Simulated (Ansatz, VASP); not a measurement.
# One calculation of MgO, two programs

```
Mg O
1.0
     0.00000    2.10217    2.10217
     2.10217    0.00000    2.10217
     2.10217    2.10217    0.00000
Mg O
1 1
Cartesian
  0.0000 0.0000 0.0000
  2.1022 2.1022 2.1022
```

Alike in both runs: task single point; functional HSE06; k mesh 6 × 6 × 6; no spin polarisation.

```csv
,VASP,Ansatz
version,VASP 6.6.1,Ansatz 0.2.0
potentials or method,"VASP PAW PBE potentials, release 64 (Mg, O)","plane waves, PAW"
plane-wave cutoff (eV),520,420
occupations,"gaussian, width 0.01 eV",fixed
valence electrons in the cell,8,16
```

```tsv
	VASP	Ansatz	Ansatz less VASP
gap on the k mesh at the Fermi level (eV)	6.50	6.54	+0.045
pressure (GPa)	-0.6	-0.4	+0.29
```

VASP's potentials hold 8 valence electrons a cell and Ansatz's 16, so a difference there can come from the potentials and not from the codes. Ansatz's warnings: stress exchange threshold loose, stress scf threshold loose.

The k mesh is coarse, so the values compare programs but aren't converged.
